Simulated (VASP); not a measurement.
# TaN (Fm-3m) in VASP: further runs

The runs below take TaN through single point, with PBEsol, PBE.

Program: VASP 6.6.1. These are calculated values, not measurements. Logs are shortened: lines on timing, memory, paths and dates and some standing lists are left out, and cuts for length are marked.

## 1. The cell of the first run

The structure is cubic, space group Fm-3m (No. 225). Conventional cell: a = 4.393 Å, b = 4.393 Å, c = 4.393 Å, α = 90.00°, β = 90.00°, γ = 90.00°. Within 2.9 Å of Ta (site symmetry m-3m) lie 6 N at 2.20 Å. Within 2.9 Å of N (site symmetry m-3m) lie 6 Ta at 2.20 Å.

## 2. Single point, PBEsol (volume scaled by 0.98)

INCAR

```
PREC = Accurate ; ENCUT = 520
EDIFF = 1E-6 ; ISMEAR = -1
SIGMA = 0.05 ; LREAL = F
LASPH = T ; NELM = 60
ALGO = Normal ; ISIF = 2
LWAVE = F ; LCHARG = F
GGA = PS ; NBANDS = 15
```

KPOINTS

```
regular mesh
0
Gamma
  10 10 10
```

POSCAR

```
TaN
1.0
    0.0000000000      2.1964814589      2.1964814589
    2.1964814589      0.0000000000      2.1964814589
    2.1964814589      2.1964814589      0.0000000000
Ta N
1 1
Direct
    0.5000000000      0.5000000000      0.5000000000
    0.0000000000      0.0000000000      0.0000000000
```

Potentials or basis: VASP PAW PBE potentials, release 64 (Ta_pv, N).

Command:

```sh
$ cat potpaw_PBE.64/Ta_pv/POTCAR potpaw_PBE.64/N/POTCAR > POTCAR
$ mpirun -np 1 vasp_std > vasp.out
```

OUTCAR:

```text
PREC = Accurate
   ENCUT = 520
   EDIFF = 1E-6
   ISMEAR = -1
   LREAL = F
   LASPH = T
   NELM = 60
   ISIF = 2
   GGA = PS

 ion  position               nearest neighbor table
   1  0.500  0.500  0.500-   2 2.20   2 2.20   2 2.20   2 2.20   2 2.20   2 2.20
   2  0.000  0.000  0.000-   1 2.20   1 2.20   1 2.20   1 2.20   1 2.20   1 2.20

  LATTYP: Found a face centered cubic cell.
 ALAT       =     4.3929629178

  Lattice vectors:

 A1 = (   0.0000000000,   2.1964814589,   2.1964814589)
 A2 = (   2.1964814589,   0.0000000000,   2.1964814589)
 A3 = (   2.1964814589,   2.1964814589,   0.0000000000)

Analysis of symmetry for initial positions (statically):
=====================================================================
 Subroutine PRICEL returns:
 Original cell was already a primitive cell.

 Routine SETGRP: Setting up the symmetry group for a
 face centered cubic supercell.

 Subroutine GETGRP returns: Found 48 space group operations
 (whereof 48 operations were pure point group operations)
 out of a pool of 48 trial point group operations.

The static configuration has the point symmetry O_h .

Analysis of symmetry for dynamics (positions and initial velocities):
=====================================================================
 Subroutine PRICEL returns:
 Original cell was already a primitive cell.

 Routine SETGRP: Setting up the symmetry group for a
 face centered cubic supercell.

 Subroutine GETGRP returns: Found 48 space group operations
 (whereof 48 operations were pure point group operations)
 out of a pool of 48 trial point group operations.

The dynamic configuration has the point symmetry O_h .

 Subroutine INISYM returns: Found 48 space group operations
 (whereof 48 operations are pure point group operations),
 and found     1 'primitive' translations

----------------------------------------------------------------------------------------

                                     Primitive cell

  volume of cell :      21.1940

  direct lattice vectors                    reciprocal lattice vectors
     0.000000000  2.196481459  2.196481459    -0.227636795  0.227636795  0.227636795
     2.196481459  0.000000000  2.196481459     0.227636795 -0.227636795  0.227636795
     2.196481459  2.196481459  0.000000000     0.227636795  0.227636795 -0.227636795

  length of vectors
     3.106293869  3.106293869  3.106293869     0.394278495  0.394278495  0.394278495

  position of ions in fractional coordinates (direct lattice)
     0.500000000  0.500000000  0.500000000
     0.000000000  0.000000000  0.000000000

  ion indices of the primitive-cell ions
   primitive index   ion index
                 1           1
                 2           2

----------------------------------------------------------------------------------------

 KPOINTS: regular mesh

Automatic generation of k-mesh.
 Grid dimensions read from file:
 generate k-points for:   10   10   10

 Generating k-lattice:

  Cartesian coordinates                     Fractional coordinates (reciprocal lattice)
    -0.022763680  0.022763680  0.022763680     0.100000000  0.000000000  0.000000000
     0.022763680 -0.022763680  0.022763680     0.000000000  0.100000000  0.000000000
     0.022763680  0.022763680 -0.022763680     0.000000000  0.000000000  0.100000000

  Length of vectors
     0.039427849  0.039427849  0.039427849

  Shift w.r.t. Gamma in fractional coordinates (k-lattice)
     0.000000000  0.000000000  0.000000000

 Subroutine IBZKPT returns following result:
 ===========================================

 Found     47 irreducible k-points:

 Following reciprocal coordinates:
            Coordinates               Weight
  0.000000  0.000000  0.000000      1.000000
  0.100000  0.000000  0.000000      8.000000
  0.200000  0.000000  0.000000      8.000000
  0.300000  0.000000  0.000000      8.000000
  0.400000  0.000000  0.000000      8.000000
  0.500000  0.000000  0.000000      4.000000
[... 16 lines left out ...]
  0.300000  0.300000  0.000000      6.000000
  0.400000  0.300000  0.000000     24.000000
 [... further k-points ...]
   k-points           NKPTS =     47   k-points in BZ     NKDIM =     47   number of bands    NBANDS=     15
   number of dos      NEDOS =    301   number of ions     NIONS =      2
   total plane-waves  NPLWV =  13824
   dimension x,y,z NGX =    24 NGY =   24 NGZ =   24
   dimension x,y,z NGXF=    48 NGYF=   48 NGZF=   48
   ions per type =               1   1
   NGX,Y,Z   is equivalent  to a cutoff of  12.84, 12.84, 12.84 a.u.
   NGXF,Y,Z  is equivalent  to a cutoff of  25.69, 25.69, 25.69 a.u.
 SYSTEM =  unknown system
   PREC   = accura    normal or accurate (medium, high low for compatibility)
   ISTART =      0    job   : 0-new  1-cont  2-samecut
   ICHARG =      2    charge: 1-file 2-atom 10-const
   ISPIN  =      1    spin polarized calculation?
   LNONCOLLINEAR =      F non collinear calculations
   LSORBIT =      F    spin-orbit coupling
   LASPH  =      T    aspherical Exc in radial PAW
   ENCUT  =  520.0 eV  38.22 Ry    6.18 a.u.   5.78  5.78  5.78*2*pi/ulx,y,z
   NELM   =     60;   NELMIN=  2; NELMDL= -5     # of ELM steps
   EDIFF  = 0.1E-05   stopping-criterion for ELM
   LREAL  =      F    real-space projection
   EDIFFG = 0.1E-04   stopping-criterion for IOM
   NSW    =      0    number of steps for IOM
   IBRION =     -1    ionic relax: 0-MD 1-quasi-New 2-CG
   NFREE  =      0    steps in history (QN), initial steepest desc. (CG)
   ISIF   =      2    stress and relaxation
   ISYM   =      2    0-nonsym 1-usesym 2-fastsym
   POTIM  = 0.5000    time-step for ionic-motion
   TEBEG  =    0.0;   TEEND  =   0.0 temperature during run
   PSTRESS=    0.0 pullay stress
   NELECT =      16.0000    total number of electrons
   NUPDOWN=      -1.0000    fix difference up-down
   EMIN   =  10.00;   EMAX   =-10.00  energy-range for DOS
   EFERMI =   0.00;   METHOD = LEGACY
   ISMEAR =    -1;   SIGMA  =   0.05  broadening in eV -4-tet -1-fermi 0-gaus
   EFERMI_NEDOS =   21; number of points for ismear=-14 and -15
   IALGO  =     38    algorithm
   IMIX   =      4    mixing-type and parameters
     AMIX     =   0.40;   BMIX     =  1.00
     AMIX_MAG =   1.60;   BMIX_MAG =  1.00
  volume/ion in A,a.u.               =      10.60        71.51
  Fermi-wavevector in a.u.,A,eV,Ry     =   1.490655  2.816930 30.232877  2.222054
  Thomas-Fermi vector in A             =   2.603410
   LORBIT       =      0    0 simple, 1 ext, 2 COOP (PROOUT), +10 PAW based schemes
   GGA     = PS    functional components
   LHFCALC =     F    Hartree Fock is set to
   AEXX    =    0.0000 exact exchange contribution
   IVDW    =     0    specifies the selected vdW correction
   LEPSILON=     F    determine dielectric tensor
   LRPA    =     F    only Hartree local field effects (RPA)
 non-spin polarized calculation
  energy-cutoff  :      520.00
  volume of cell :       21.19
 maximum number of plane-waves:       588
   NGX = 11   NGY = 11   NGZ = 11

 number of electron      16.0000002 magnetization

 Free energy of the ion-electron system (eV)
  ---------------------------------------------------
  ext. energy  EPLUGINS =         0.00000000
  ---------------------------------------------------
  free energy    TOTEN  =       -23.22550602 eV

  energy without entropy =      -23.21949960  energy(sigma->0) =      -23.22250281

 E-fermi :   9.4382     XC(G=0): -13.6079

 val. band max:        9.4342113743   @ k =   0.0000   0.0000   0.0000
 cond. band min:       9.4774831448   @ k =  -0.3000   0.3000   0.1000
 fundamental gap:      0.0432717704
 Fermi energy:         9.4382288530

 k-point     1 :       0.0000    0.0000    0.0000
  band No.  band energies     occupation
      1     -26.2989      2.00000
      2     -26.2989      2.00000
      3     -26.2989      2.00000
      4      -9.4125      2.00000
      5       5.6209      2.00000
      6       5.6209      2.00000
      7       5.6209      2.00000
      8       7.2704      2.00000
      9       7.2704      2.00000
     10       7.2704      2.00000
     11       9.4342      1.04015
     12       9.4342      1.04015
     13      10.9881      0.00000
     14      18.7900      0.00000
     15      21.7644      0.00000

 k-point     2 :       0.1000    0.0000    0.0000
  band No.  band energies     occupation
      1     -26.3886      2.00000
      2     -26.3071      2.00000
      3     -26.3071      2.00000
      4      -9.1680      2.00000
      5       4.4950      2.00000
      6       4.8542      2.00000
      7       4.8542      2.00000
      8       7.6343      2.00000
      9       7.6343      2.00000
     10       7.7165      2.00000
     11      10.3737      0.00000
     12      10.3737      0.00000
     13      11.6894      0.00000
     14      19.5289      0.00000
     15      21.7638      0.00000

 k-point     3 :       0.2000    0.0000    0.0000
  band No.  band energies     occupation
      1     -26.6161      2.00000
      2     -26.3284      2.00000
      3     -26.3284      2.00000
      4      -8.5010      2.00000
      5       2.6454      2.00000
      6       3.6444      2.00000
      7       3.6444      2.00000
      8       8.2705      2.00000
      9       8.4554      2.00000
     10       8.4554      2.00000
     11      12.2916      0.00000
     12      12.2916      0.00000
     13      13.1465      0.00000
     14      21.2362      0.00000
     15      21.7636      0.00000
[... 343 lines left out ...]
 k-point    23 :       0.3000    0.3000    0.0000
  band No.  band energies     occupation
      1     -26.8160      2.00000
      2     -26.4895      2.00000
      3     -26.4895      2.00000
      4      -7.9592      2.00000
      5       1.2213      2.00000
      6       4.5327      2.00000
      7       4.5327      2.00000
      8       4.7921      2.00000
      9      10.6938      0.00000
     10      11.8556      0.00000
     11      11.8556      0.00000
     12      12.3833      0.00000
     13      17.7752      0.00000
     14      21.7087      0.00000
     15      22.4614      0.00000

 k-point    24 :       0.4000    0.3000    0.0000
  band No.  band energies     occupation
      1     -26.9191      2.00000
      2     -26.5461      2.00000
      3     -26.5198      2.00000
      4      -7.8200      2.00000
      5       1.4473      2.00000
      6       3.5050      2.00000
      7       4.2162      2.00000
      8       5.5228      2.00000
      9      11.5726      0.00000
     10      12.3652      0.00000
     11      12.4445      0.00000
     12      13.3437      0.00000
     13      17.8537      0.00000
     14      20.0702      0.00000
     15      21.7910      0.00000

 [... further k-points ...]

------------------------ aborting loop because EDIFF is reached ----------------------------------------

  FORCE on cell =-STRESS in cart. coord.  units (eV):
  Direction    XX          YY          ZZ          XY          YZ          ZX
  --------------------------------------------------------------------------------------
  -------------------------------------------------------------------------------------
  Total       -0.4325349     -0.4325349     -0.4325349     -0.0000000     -0.0000000     -0.0000000
  in kB      -32.6978411    -32.6978411    -32.6978411     -0.0000000     -0.0000000     -0.0000000
  external PRESSURE =     -32.6978411 kB  Pullay stress =       0.0000000 kB

 VOLUME and BASIS-vectors are now :
 -----------------------------------------------------------------------------
  energy-cutoff  :      520.00
  volume of cell :       21.19
      direct lattice vectors                 reciprocal lattice vectors
     0.000000000  2.196481459  2.196481459    -0.227636795  0.227636795  0.227636795
     2.196481459  0.000000000  2.196481459     0.227636795 -0.227636795  0.227636795
     2.196481459  2.196481459  0.000000000     0.227636795  0.227636795 -0.227636795

 POSITION                                       TOTAL-FORCE (eV/Angst)
 -----------------------------------------------------------------------------------
      2.19648      2.19648      2.19648        -0.000000     -0.000000      0.000000
      0.00000      0.00000      0.00000         0.000000      0.000000     -0.000000
 -----------------------------------------------------------------------------------
    total drift:                                0.000000     -0.000000     -0.000000

  FREE ENERGIE OF THE ION-ELECTRON SYSTEM (eV)
  ---------------------------------------------------
  free  energy   TOTEN  =       -23.2255060247 eV

  energy  without entropy=      -23.2194995986  energy(sigma->0) =      -23.22250281
```

It took 15 s on 1 thread of Intel Xeon 8259CL, shared host; peak memory 0.15 GiB.

What came out:

```
Free energy            : -23.2255 eV
Pressure               : -3.3 GPa
Band gap on the k mesh : zero (band 8 reaches 11.32 eV, above the bottom of band 9 at 7.27 eV)
```

Caveat: the cell differs from its parent crystal (volume scaled by 0.98); the PAW data sets were made with another functional, which shifts forces and pressure a little; spin-orbit coupling is left out, which moves the levels of the heavy elements.

## 3. Single point, PBEsol (volume scaled by 1.06)

INCAR

```
PREC = Accurate
ENCUT = 520
EDIFF = 1E-6
ISMEAR = -1
SIGMA = 0.05
LREAL = F
LASPH = T
NELM = 80
ALGO = Normal
ISIF = 2
LWAVE = F
LCHARG = F
GGA = PS
NBANDS = 15
```

KPOINTS is that of step 2.

POSCAR

```
TaN
1.0
    0.0000000000      2.2546932853      2.2546932853
    2.2546932853      0.0000000000      2.2546932853
    2.2546932853      2.2546932853      0.0000000000
Ta N
1 1
Direct
    0.5000000000      0.5000000000      0.5000000000
    0.0000000000      0.0000000000      0.0000000000
```

Potentials or basis: VASP PAW PBE potentials, release 64 (Ta_pv, N).

Command:

```sh
$ cat potpaw_PBE.64/Ta_pv/POTCAR potpaw_PBE.64/N/POTCAR > POTCAR
$ mpirun -np 1 vasp_std > vasp.out
```

It took 17 s on 1 thread of Intel Xeon 8259CL, shared host; peak memory 0.15 GiB.

Results (log left out):

| Item | Value |
| --- | --- |
| Free energy | -23.0606 eV |
| Pressure | -25.8 GPa |
| Band gap on the k mesh | zero (band 8 reaches 10.22 eV, above the bottom of band 9 at 6.61 eV) |

Levels at points of the mesh, in eV from the Fermi level:
| k point | band 6 | band 7 | band 8 | band 9 | band 10 | band 11 |
| --- | --- | --- | --- | --- | --- | --- |
| (0.00, 0.00, 0.00) | -3.59 | -3.59 | -1.95 | -1.95 | -1.95 | -0.02 |
| (0.50, 0.00, 0.00) | -7.07 | -7.07 | 1.65 | 1.65 | 1.75 | 3.54 |
| (0.50, 0.50, 0.00) | -5.02 | -4.44 | -4.44 | 1.82 | 3.12 | 3.12 |

Caveat: the cell differs from its parent crystal (volume scaled by 1.06); the PAW data sets were made with another functional, which shifts forces and pressure a little; spin-orbit coupling is left out, which moves the levels of the heavy elements.

## 4. Single point, PBE

This run uses another cell than the first one, of 10.81 Å³/atom, 1.020 times its volume.

INCAR

```
SYSTEM = TaN
PREC = Accurate
ENCUT = 520
EDIFF = 1E-6
ISMEAR = -1
SIGMA = 0.02
LREAL = .False.
LASPH = .True.
NELM = 80
ALGO = Normal
ISIF = 2
LWAVE = .False.
LCHARG = .True.
GGA = PE
LELF = .True.
LVHAR = .True.
NBANDS = 15
```

KPOINTS

```
regular mesh
0
Gamma
  6 6 6
  0 0 0
```

POSCAR

```
TaN
1.0
    0.0000000000      2.2113230000      2.2113230000
    2.2113230000      0.0000000000      2.2113230000
    2.2113230000      2.2113230000      0.0000000000
Ta N
1 1
Direct
    0.5000000000      0.5000000000      0.5000000000
    0.0000000000      0.0000000000      0.0000000000
```

Command:

```sh
$ cat potpaw_PBE.64/Ta_pv/POTCAR potpaw_PBE.64/N/POTCAR > POTCAR
$ mpirun -np 1 vasp_std > vasp.out
```

It took 6.9 s on 1 thread of AMD EPYC 7R13 (Zen 3), shared host; peak memory 0.11 GiB.

It converged, with:

```yaml
Free_energy: -21.7658 eV
Pressure: 0.0 GPa
Band_gap_on_the_k_mesh: zero (band 8 reaches 11.20 eV, above the bottom of band 9 at 7.29 eV)
```

Levels at points of the mesh, in eV from the Fermi level:
| k point | band 5 | band 6 | band 7 | band 8 | band 9 | band 10 | band 11 | band 12 |
| --- | --- | --- | --- | --- | --- | --- | --- | --- |
| (0.00, 0.00, 0.00) | -3.81 | -3.81 | -3.81 | -2.12 | -2.12 | -2.12 | 0.00 | 0.00 |
| (0.50, 0.00, 0.00) | -10.28 | -7.50 | -7.50 | 1.79 | 1.79 | 1.89 | 3.72 | 7.30 |
| (0.50, 0.50, 0.00) | -6.65 | -5.41 | -4.64 | -4.64 | 2.00 | 3.39 | 3.39 | 4.30 |

Caveat: the k points lie up to 0.41 Å⁻¹ apart; spin-orbit coupling is left out, which moves the levels of the heavy elements.

## 5. Single point, PBE

This run uses another cell than the first one, of 10.81 Å³/atom, 1.020 times its volume.

INCAR

```
PREC = Accurate ; ENCUT = 520
EDIFF = 1E-6 ; ISMEAR = 0
SIGMA = 0.015 ; LREAL = False
LASPH = True ; NELM = 80
ALGO = Normal ; ISIF = 2
LWAVE = False ; LCHARG = False
GGA = PE ; NBANDS = 15
```

KPOINTS

```
Automatic mesh
0
Gamma
  10 10 10
```

POSCAR is that of step 4.

Command:

```sh
$ cat potpaw_PBE.64/Ta_pv/POTCAR potpaw_PBE.64/N/POTCAR > POTCAR
$ mpirun -np 1 vasp_std > vasp.out
```

Run time: 13 s. Hardware: 1 thread of AMD EPYC 7R13 (Zen 3), shared host; peak memory 0.11 GiB.

Results (log left out):

```
Free energy            : -21.8387 eV
Pressure               : -0.6 GPa
Band gap on the k mesh : zero (band 8 reaches 11.20 eV, above the bottom of band 9 at 7.29 eV)
```

Levels at points of the mesh, in eV from the Fermi level:
```
           k point  band 4  band 5  band 6  band 7  band 8  band 9  band 10  band 11  band 12  band 13
(0.00, 0.00, 0.00)  -18.77   -3.82   -3.82   -3.82   -2.12   -2.12    -2.12     0.00     0.00     1.32
(0.50, 0.00, 0.00)  -15.85  -10.29   -7.51   -7.51    1.79    1.79     1.88     3.71     7.30     7.30
(0.50, 0.50, 0.00)  -17.52   -6.66   -5.41   -4.64   -4.64    2.00     3.38     3.38     4.30     6.56
```

Caveat: spin-orbit coupling is left out, which moves the levels of the heavy elements.

## 6. Single point, PBE

This run uses another cell than the first one, of 10.81 Å³/atom, 1.020 times its volume.

INCAR

```
SYSTEM = TaN
PREC = Accurate
ENCUT = 520
EDIFF = 1E-6
ISMEAR = 0
SIGMA = 0.028000000000000004
LREAL = .False.
LASPH = .True.
NELM = 60
ALGO = Normal
ISIF = 2
LWAVE = .False.
LCHARG = .False.
GGA = PE
NBANDS = 15
```

KPOINTS

```
Automatic mesh
0
Gamma
  10 10 10
  0 0 0
```

POSCAR is that of step 5.

Potentials or basis: VASP PAW PBE potentials, release 64 (Ta_pv, N).

Command:

```sh
$ cat potpaw_PBE.64/Ta_pv/POTCAR potpaw_PBE.64/N/POTCAR > POTCAR
$ mpirun -np 1 vasp_std > vasp.out
```

Run time: 13 s. Hardware: 1 thread of AMD EPYC 7R13 (Zen 3), shared host; peak memory 0.12 GiB.

Results (log left out):

```
Free energy            : -21.8390 eV
Pressure               : -0.6 GPa
Band gap on the k mesh : zero (band 8 reaches 11.20 eV, above the bottom of band 9 at 7.29 eV)
```

Levels at points of the mesh, in eV from the Fermi level:
```
           k point  band 6  band 7  band 8  band 9  band 10  band 11
(0.00, 0.00, 0.00)   -3.81   -3.81   -2.12   -2.12    -2.12     0.00
(0.50, 0.00, 0.00)   -7.50   -7.50    1.79    1.79     1.89     3.72
(0.50, 0.50, 0.00)   -5.41   -4.64   -4.64    2.00     3.39     3.39
```

Caveat: spin-orbit coupling is left out, which moves the levels of the heavy elements.

## 7. Summary

| level | cell | k mesh | smearing | gap on the mesh (eV) | pressure (GPa) |
| --- | --- | --- | --- | --- | --- |
| PBEsol | a = 3.106 Å, angles 60.0°, 2 atoms | 10 × 10 × 10 | fermi-dirac 0.05 eV | none | -3.3 |
| PBEsol | a = 3.189 Å, angles 60.0°, 2 atoms | 10 × 10 × 10 | fermi-dirac 0.05 eV | none | -25.8 |
| PBE | a = 3.127 Å, angles 60.0°, 2 atoms | 6 × 6 × 6 | fermi-dirac 0.02 eV | none | 0.0 |
| PBE | a = 3.127 Å, angles 60.0°, 2 atoms | 10 × 10 × 10 | gaussian 0.015 eV | none | -0.6 |
| PBE | a = 3.127 Å, angles 60.0°, 2 atoms | 10 × 10 × 10 | gaussian 0.028 eV | none | -0.6 |

Alike in all rows: task single point; potentials or basis VASP PAW PBE potentials, release 64 (Ta_pv, N); no spin polarisation; cutoff (eV) 520.

Caveats: some runs use coarse meshes; spin-orbit coupling is left out, which moves the levels of the heavy elements; the PAW data sets were made with another functional, which shifts forces and pressure a little (some runs).

Absolute energies hang on the potentials; compare differences alone.
